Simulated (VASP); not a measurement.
## NaH: single point with PBE

The system is NaH.

```
CELL_PARAMETERS angstrom
0.01150 2.39702 2.39702
2.39702 0.01150 2.39702
2.39702 2.39702 0.01150
ATOMIC_POSITIONS crystal
Na 0.00000 0.00000 0.00000
H 0.50000 0.50000 0.50000
```

This cell differs from its parent crystal: epitaxial 111 strain -0.5%.

```yaml
Program: VASP 6.6.1
Task: single point
Functional: PBE
Potentials_or_basis: VASP PAW PBE potentials, release 64 (Na_pv, H)
Cutoff: 520 eV
k_mesh: 6 × 6 × 6
Occupations: gaussian, width 0.01 eV
Spin: no spin polarisation
```

```
Pressure               : 0.7 GPa
Band gap on the k mesh : 3.82 eV (least direct gap 4.67 eV)
```

Stress tensor (GPa, compression positive):
```
 0.73 -0.11 -0.11
-0.11  0.73 -0.11
-0.11 -0.11  0.73
```

Levels at points of the mesh, in eV from the valence-band top:
```csv
k point,band 2,band 3,band 4,band 5,band 6,band 7
"(0.00, 0.00, 0.00)",-22.00,-22.00,-3.66,10.74,15.77,15.94
"(0.50, 0.00, 0.00)",-22.01,-22.01,-0.81,3.88,11.03,13.56
"(0.50, 0.50, 0.00)",-22.04,-22.04,-0.14,4.75,10.20,10.85
"(0.50, 0.50, 0.50)",-22.01,-22.01,-0.86,3.82,11.10,13.69
```

Wall time 13 s on 1 thread of Intel Xeon 8259CL, with other jobs on the host, peak memory 0.15 GiB.

Caveat: the cell differs from its parent crystal (epitaxial 111 strain -0.5%). A k mesh can miss the band edges.
